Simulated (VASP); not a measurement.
# Ta (Pm-3m) in VASP: relaxation of cell and atoms with LDA

Aim: the relaxation of cell and atoms of Ta with LDA.

Everything below comes from runs of VASP 6.6.1. Logs are shortened: lines on timing, memory, paths and dates and some standing lists are left out, and cuts for length are marked.

## Step 1: The cell of the first run

The structure is cubic, space group Pm-3m (No. 221). The conventional cell has a = 2.651 Å, b = 2.651 Å, c = 2.651 Å, α = 90.00°, β = 90.00°, γ = 90.00°. Ta (site symmetry m-3m) has 6 Ta at 2.65 Å within 3.5 Å.

This isn't the form of Ta at room conditions, which is bcc.

## Step 2: Relaxation of cell and atoms, LDA

File INCAR:

```
PREC     = Accurate       # precision mode
ENCUT    = 600            # plane-wave cutoff, eV
EDIFF    = 1E-6           # SCF threshold, eV
ISMEAR   = -1             # smearing method
SIGMA    = 0.05           # smearing width, eV
LREAL    = False          # projectors in reciprocal space
LASPH    = True           # aspherical terms in the spheres
NELM     = 80             # most SCF steps
ALGO     = Normal         # electronic algorithm
ISIF     = 3              # what is computed and relaxed
LWAVE    = False          # write WAVECAR
LCHARG   = False          # write CHGCAR
IBRION   = 2              # ionic algorithm
NSW      = 60             # ionic steps
EDIFFG   = -0.005         # ionic threshold
```

File KPOINTS:

```
Automatic mesh
0
Gamma
  14 14 14
```

File POSCAR:

```
Ta
1.0
    2.6509155493      0.0000000000      0.0000000000
    0.0000000000      2.6509155493      0.0000000000
    0.0000000000      0.0000000000      2.6509155493
Ta
1
Direct
    0.0000000000      0.0000000000      0.0000000000
```

Potentials or basis: VASP PAW LDA potentials, release 64 (Ta_pv).

Command:

```
> cat potpaw_LDA.64/Ta_pv/POTCAR > POTCAR
> mpirun -np 1 vasp_std > vasp.out
```

OUTCAR:

```text
PREC = Accurate
   ENCUT = 600
   EDIFF = 1E-6
   ISMEAR = -1
   LREAL = False
   LASPH = True
   NELM = 80
   ISIF = 3
   IBRION = 2
   NSW = 60
   EDIFFG = -0.005

 ion  position               nearest neighbor table
   1  0.000  0.000  0.000-

  LATTYP: Found a simple cubic cell.
 ALAT       =     2.6509155493

  Lattice vectors:

 A1 = (   2.6509155493,   0.0000000000,   0.0000000000)
 A2 = (   0.0000000000,   2.6509155493,   0.0000000000)
 A3 = (   0.0000000000,   0.0000000000,   2.6509155493)

Analysis of symmetry for initial positions (statically):
=====================================================================
 Subroutine PRICEL returns:
 Original cell was already a primitive cell.

 Routine SETGRP: Setting up the symmetry group for a
 simple cubic supercell.

 Subroutine GETGRP returns: Found 48 space group operations
 (whereof 48 operations were pure point group operations)
 out of a pool of 48 trial point group operations.

The static configuration has the point symmetry O_h .

Analysis of symmetry for dynamics (positions and initial velocities):
=====================================================================
 Subroutine PRICEL returns:
 Original cell was already a primitive cell.

 Routine SETGRP: Setting up the symmetry group for a
 simple cubic supercell.

 Subroutine GETGRP returns: Found 48 space group operations
 (whereof 48 operations were pure point group operations)
 out of a pool of 48 trial point group operations.

The dynamic configuration has the point symmetry O_h .

 Subroutine INISYM returns: Found 48 space group operations
 (whereof 48 operations are pure point group operations),
 and found     1 'primitive' translations

----------------------------------------------------------------------------------------

                                     Primitive cell

  volume of cell :      18.6289

  direct lattice vectors                    reciprocal lattice vectors
     2.650915549  0.000000000  0.000000000     0.377228162  0.000000000  0.000000000
     0.000000000  2.650915549  0.000000000     0.000000000  0.377228162  0.000000000
     0.000000000  0.000000000  2.650915549     0.000000000  0.000000000  0.377228162

  length of vectors
     2.650915549  2.650915549  2.650915549     0.377228162  0.377228162  0.377228162

  position of ions in fractional coordinates (direct lattice)
[... 92 lines left out ...]
   ISMEAR =    -1;   SIGMA  =   0.05  broadening in eV -4-tet -1-fermi 0-gaus
   EFERMI_NEDOS =   21; number of points for ismear=-14 and -15
   IALGO  =     38    algorithm
   IMIX   =      4    mixing-type and parameters
     AMIX     =   0.40;   BMIX     =  1.00
     AMIX_MAG =   1.60;   BMIX_MAG =  1.00
  volume/ion in A,a.u.               =      18.63       125.71
  Fermi-wavevector in a.u.,A,eV,Ry     =   1.373440  2.595426 25.665196  1.886339
  Thomas-Fermi vector in A             =   2.498957
   LORBIT       =      0    0 simple, 1 ext, 2 COOP (PROOUT), +10 PAW based schemes
   GGA     = CA    functional components
   LHFCALC =     F    Hartree Fock is set to
   AEXX    =    0.0000 exact exchange contribution
   IVDW    =     0    specifies the selected vdW correction
   LEPSILON=     F    determine dielectric tensor
   LRPA    =     F    only Hartree local field effects (RPA)
 conjugate gradient relaxation of ions
 non-spin polarized calculation
  energy-cutoff  :      600.00
  volume of cell :       18.63
 maximum number of plane-waves:       639
 NGX is ok and might be reduce to    24
   NGX = 11   NGY = 11   NGZ = 11

--------------------------------------- Ionic step        1  -------------------------------------------

 number of electron      11.0000002 magnetization

 Free energy of the ion-electron system (eV)
  ---------------------------------------------------
  ext. energy  EPLUGINS =         0.00000000
  ---------------------------------------------------
  free energy    TOTEN  =       -11.67313667 eV

  energy without entropy =      -11.66404954  energy(sigma->0) =      -11.66859310

------------------------ aborting loop because EDIFF is reached ----------------------------------------

  FORCE on cell =-STRESS in cart. coord.  units (eV):
  Direction    XX          YY          ZZ          XY          YZ          ZX
  --------------------------------------------------------------------------------------
  -------------------------------------------------------------------------------------
  Total        0.8081504      0.8081504      0.8081504     -0.0000000      0.0000000      0.0000000
  in kB       69.5048513     69.5048513     69.5048513     -0.0000000      0.0000000      0.0000000
  external PRESSURE =      69.5048513 kB  Pullay stress =       0.0000000 kB
[... 92 lines left out ...]
--------------------------------------- Ionic step        4  -------------------------------------------

 number of electron      11.0000000 magnetization

 Free energy of the ion-electron system (eV)
  ---------------------------------------------------
  ext. energy  EPLUGINS =         0.00000000
  ---------------------------------------------------
  free energy    TOTEN  =       -11.68903813 eV

  energy without entropy =      -11.67863649  energy(sigma->0) =      -11.68383731

 E-fermi :   4.8303     XC(G=0): -12.3043

 val. band max:        4.8231013610   @ k =   0.5000   0.2143   0.0000
 cond. band min:       4.8322348802   @ k =   0.4286   0.2857   0.2143
 fundamental gap:      0.0091335192
 Fermi energy:         4.8302802934

 k-point     1 :       0.0000    0.0000    0.0000
  band No.  band energies     occupation
      1     -28.2383      2.00000
      2     -28.2383      2.00000
      3     -28.2383      2.00000
      4      -2.5794      2.00000
      5       1.9804      2.00000
      6       1.9804      2.00000
      7      11.3211      0.00000
      8      11.3211      0.00000
      9      11.3211      0.00000
[... 265 lines left out ...]
 k-point    24 :       0.3571    0.2143    0.0000
  band No.  band energies     occupation
      1     -29.3531      2.00000
      2     -28.6974      2.00000
      3     -28.0813      2.00000
      4       1.2358      2.00000
      5       3.2354      2.00000
      6       4.9911      0.07706
      7       7.7664      0.00000
      8       8.1090      0.00000
      9       9.9303      0.00000

 [... further k-points ...]

------------------------ aborting loop because EDIFF is reached ----------------------------------------

  FORCE on cell =-STRESS in cart. coord.  units (eV):
  Direction    XX          YY          ZZ          XY          YZ          ZX
  --------------------------------------------------------------------------------------
  -------------------------------------------------------------------------------------
  Total       -0.0033753     -0.0033753     -0.0033753      0.0000000      0.0000000     -0.0000000
  in kB       -0.2789112     -0.2789112     -0.2789112      0.0000000      0.0000000     -0.0000000
  external PRESSURE =      -0.2789112 kB  Pullay stress =       0.0000000 kB
[... 16 lines left out ...]
  FREE ENERGIE OF THE ION-ELECTRON SYSTEM (eV)
  ---------------------------------------------------
  free  energy   TOTEN  =       -11.6890381304 eV

  energy  without entropy=      -11.6786364918  energy(sigma->0) =      -11.68383731

 reached required accuracy - stopping structural energy minimisation
```

OSZICAR:

```text
N       E                     dE             d eps       ncg     rms          rms(c)
DAV:   1     0.512881081904E+02    0.51288E+02   -0.70695E+03  2168   0.129E+03
DAV:   2    -0.111715026460E+02   -0.62460E+02   -0.61141E+02  2724   0.258E+02
[... 27 lines left out ...]
   3 F= -.11689029E+02 E0= -.11683814E+02  d E =-.158924E-01
       N       E                     dE             d eps       ncg     rms          rms(c)
DAV:   1    -0.116890932493E+02   -0.64482E-04   -0.17187E-03  2182   0.589E-01    0.624E-02
DAV:   2    -0.116890470314E+02    0.46218E-04   -0.74176E-05  2180   0.102E-01    0.195E-02
DAV:   3    -0.116890380008E+02    0.90306E-05   -0.30786E-05  2240   0.643E-02    0.809E-03
DAV:   4    -0.116890381304E+02   -0.12964E-06   -0.54818E-07  1147   0.755E-03
   4 F= -.11689038E+02 E0= -.11683837E+02  d E =-.159015E-01
```

It took 67 s on 1 thread of Intel Xeon 8259CL, shared host; peak memory 0.16 GiB.

Results:

- Free energy: -11.6890 eV
- Relaxed volume: 19.39 Å³/atom
- Relaxed cell: a = 2.687 Å, b = 2.687 Å, c = 2.687 Å, α = 90.00°, β = 90.00°, γ = 90.00°
- Space group after relaxing (to 0.1 Å): Pm-3m (No. 221)
- Energy gained by relaxing: 15.9 meV/atom
- Ionic steps: 4
- Pressure after relaxing: 0.0 GPa
- Band gap on the k mesh: zero (an odd number of electrons rules out a gap without spin polarisation)

The path:
```tsv
step	energy change (eV)	largest force (eV/Å)	pressure (GPa)	volume (Å³)
1	0.0000	0.0000	6.95	18.63
2	0.0359	0.0000	-10.37	20.89
3	-0.0159	0.0000	-0.15	19.41
4	-0.0159	0.0000	-0.03	19.39
```

Final structure:
```
Ta
1.0
     2.68650    0.00000    0.00000
     0.00000    2.68650    0.00000
     0.00000    0.00000    2.68650
Ta
1
Direct
  0.00000 0.00000 0.00000
```

Caveat: spin-orbit coupling is left out, which moves the levels of the heavy elements.
